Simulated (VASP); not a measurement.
Wanted: the native input for a VASP 6.6.1 run.

```
Task                   : relaxation of shape and atoms at fixed volume
Functional             : PBE
Dispersion             : D3(BJ)
Potentials or basis    : VASP PAW PBE potentials, release 64 (Sn_d, Se)
Cutoff                 : 600 eV
k mesh                 : 6 × 6 × 6
Occupations            : gaussian, width 0.02 eV
Spin                   : no spin polarisation
Dipole correction      : no
Further INCAR settings : ALGO = Normal; EDIFF = 1e-07; IBRION = 2; EDIFFG = -0.01; NSW = 50; ISIF = 4
```

The structure of SnSe lies in POSCAR:

```
SnSe
1.0
    4.1793613023      0.0000000000      0.0000000000
    0.0000000000      4.1793613023      0.0000000000
    0.0000000000      0.0000000000      5.9107789618
Sn Se
2 2
Direct
    0.5000000000      0.0000000000      0.2500887140
    0.0000000000      0.5000000000      0.7499112860
    0.5000000000      0.0000000000      0.7499351865
    0.0000000000      0.5000000000      0.2500648135
```

The input as run:

INCAR

```
  PREC = Accurate
  ENCUT = 600
  EDIFF = 1E-7
  ISMEAR = 0
  SIGMA = 0.02
  LREAL = F
  LASPH = T
  NELM = 80
  ALGO = Normal
  ISIF = 4
  LWAVE = F
  LCHARG = F
  GGA = PE
  IVDW = 12
  IBRION = 2
  NSW = 50
  EDIFFG = -0.01
```

KPOINTS

```
regular mesh
0
Gamma
  6 6 6
```

Potentials or basis: VASP PAW PBE potentials, release 64 (Sn_d, Se).

The run is started by

```sh
$ cat potpaw_PBE.64/Sn_d/POTCAR potpaw_PBE.64/Se/POTCAR > POTCAR
$ mpirun -np 1 vasp_std > vasp.out
```

Results of the run:

```json
{"Pressure after relaxing": "1.8 GPa", "Band gap on the k mesh": "0.35 eV", "Dispersion energy per atom": "-0.374 eV"}
```

Caveat: semilocal functionals underestimate gaps, and a narrow one can read as zero; spin-orbit coupling is left out, which moves the levels of the heavy elements.

Wall time 4.2 min on 1 thread of Intel Xeon 8259CL (shared host), peak memory 0.28 GiB.
